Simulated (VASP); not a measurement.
A run of VASP 6.6.1 is set up as follows.

File INCAR:

```
PREC     = Accurate       # precision mode
ENCUT    = 750            # plane-wave cutoff, eV
EDIFF    = 1E-6           # SCF threshold, eV
ISMEAR   = 0              # smearing method
SIGMA    = 0.01           # smearing width, eV
LREAL    = F              # projectors in reciprocal space
LASPH    = T              # aspherical terms in the spheres
NELM     = 120            # most SCF steps
ALGO     = Normal         # electronic algorithm
ISIF     = 2              # what is computed and relaxed
LWAVE    = F              # write WAVECAR
LCHARG   = T              # write CHGCAR
GGA      = PE             # functional
LELF     = T              # ELF
LVHAR    = T            
NBANDS   = 13             # bands
GGA_COMPAT= F
```

File KPOINTS:

```
regular mesh
0
Gamma
  6 6 6
```

The input POSCAR:

```
Li2Se
1.0
    0.0000000000      2.6997506791      2.6997506791
    2.6997506791      0.0000000000      2.6997506791
    2.6997506791      2.6997506791      0.0000000000
Li Se
2 1
Direct
    0.2500000000      0.2500000000      0.2500000000
    0.7500000000      0.7500000000      0.7500000000
    0.0000000000      0.0000000000      0.0000000000
```

Potentials or basis: VASP PAW PBE potentials, release 64 (Li_sv, Se).

Command:

```sh
$ cat potpaw_PBE.64/Li_sv/POTCAR potpaw_PBE.64/Se/POTCAR > POTCAR
$ mpirun -np 1 vasp_std > vasp.out
```

(1) Estimate the pressure.

(2) What does it give for the band gap on the k mesh?

## Answers

(1) 20.1 GPa.

(2) 2.55 eV, indirect (least direct gap 4.80 eV).
